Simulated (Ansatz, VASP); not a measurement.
## Two plane-wave programs on CaF2

File INCAR:

```
SYSTEM = CaF2
ALGO     = Normal         ! electronic algorithm
EDIFF    = 1E-6           ! SCF threshold, eV
ENCUT    = 600            ! plane-wave cutoff, eV
GGA      = PE             ! functional
GGA_COMPAT= .FALSE.      
ISIF     = 2              ! what is computed and relaxed
ISMEAR   = 0              ! smearing method
LASPH    = .TRUE.         ! aspherical terms in the spheres
LCHARG   = .FALSE.        ! write CHGCAR
LREAL    = .FALSE.        ! projectors in reciprocal space
LWAVE    = .FALSE.        ! write WAVECAR
NBANDS   = 19             ! bands
NELM     = 120            ! most SCF steps
PREC     = Accurate       ! precision mode
SIGMA    = 0.01           ! smearing width, eV
```

KPOINTS

```
k-points
0
G
  5 5 5
  0 0 0
```

Contents of POSCAR:

```
CaF2
1.0
    0.0000000000      2.7757784505      2.7757784505
    2.7757784505      0.0000000000      2.7757784505
    2.7757784505      2.7757784505      0.0000000000
Ca F
1 2
Direct
    0.0000000000      0.0000000000      0.0000000000
    0.2500000000      0.2500000000      0.2500000000
    0.7500000000      0.7500000000      0.7500000000
```

Input for Ansatz:

```yaml
crystal:
  lattice:
    - [0.0, 2.775778450461365, 2.775778450461365]
    - [2.775778450461365, 0.0, 2.775778450461365]
    - [2.775778450461365, 2.775778450461365, 0.0]
  atoms:
    - { symbol: Ca, position: [0.0, 0.0, 0.0] }
    - { symbol: F, position: [0.25, 0.25, 0.25] }
    - { symbol: F, position: [0.75, 0.75, 0.75] }
accuracy: medium
kpoints:
  mp_grid:
    grid: [5, 5, 5]
hamiltonian:
  xc: pbe
  pseudopotentials:
    kind: nc
scf:
  lower_state_search: standard
  occupations:
    method: fixed
output:
  stress: true
```

Alike in both runs: task single point; functional PBE; k mesh 5 × 5 × 5; no spin polarisation.

|  | VASP | Ansatz |
| --- | --- | --- |
| version | VASP 6.6.1 | Ansatz 0.2.0 |
| potentials or method | VASP PAW PBE potentials, release 64 (Ca_sv, F) | plane waves, norm-conserving potentials |
| plane-wave cutoff (eV) | 600 | 1320 |
| occupations | gaussian, width 0.01 eV | fixed |
| valence electrons in the cell | 24 | 24 |

```csv
,VASP,Ansatz,Ansatz less VASP
pressure (GPa),-1.5,-1.7,-0.21
```
